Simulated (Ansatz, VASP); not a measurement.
MoS2: VASP beside Ansatz

```
Mo S
1.0
     3.18402    0.00000    0.00000
    -1.59201    2.75744    0.00000
     0.00000    0.00000   28.38732
Mo S
3 6
Direct
  0.66667 0.33333 0.00000
  0.33333 0.66667 0.77184
  0.33333 0.66667 0.22816
  0.33333 0.66667 0.05467
  0.66667 0.33333 0.82651
  0.66667 0.33333 0.28281
  0.33333 0.66667 0.94533
  0.66667 0.33333 0.71719
  0.66667 0.33333 0.17349
```

Alike in both runs: task relaxation of cell and atoms; functional PBE; dispersion D3(BJ); k mesh 12 × 12 × 1; occupations gaussian, width 0.02 eV; no spin polarisation.

```csv
,VASP,Ansatz
version,VASP 6.6.1,Ansatz 0.2.0
potentials or method,"VASP PAW PBE potentials, release 64 (Mo_sv, S), cutoff 600 eV","scalar-relativistic, plane waves, PAW"
valence electrons in the cell,78,78
```

VASP gave:

- gap on the k mesh at the Fermi level, each at its own relaxed structure (eV): 1.01
- relaxed volume (Å³/atom): 25.45
- relaxed cell length with the largest relative difference (Å): 26.650

Problem. Which values does Ansatz return?

Solution. gap on the k mesh at the Fermi level, each at its own relaxed structure (eV): 0.95; relaxed volume (Å³/atom): 17.90; relaxed cell length with the largest relative difference (Å): 18.754.

One of these differences is far larger than is usual between the two programs; its cause wasn't traced.
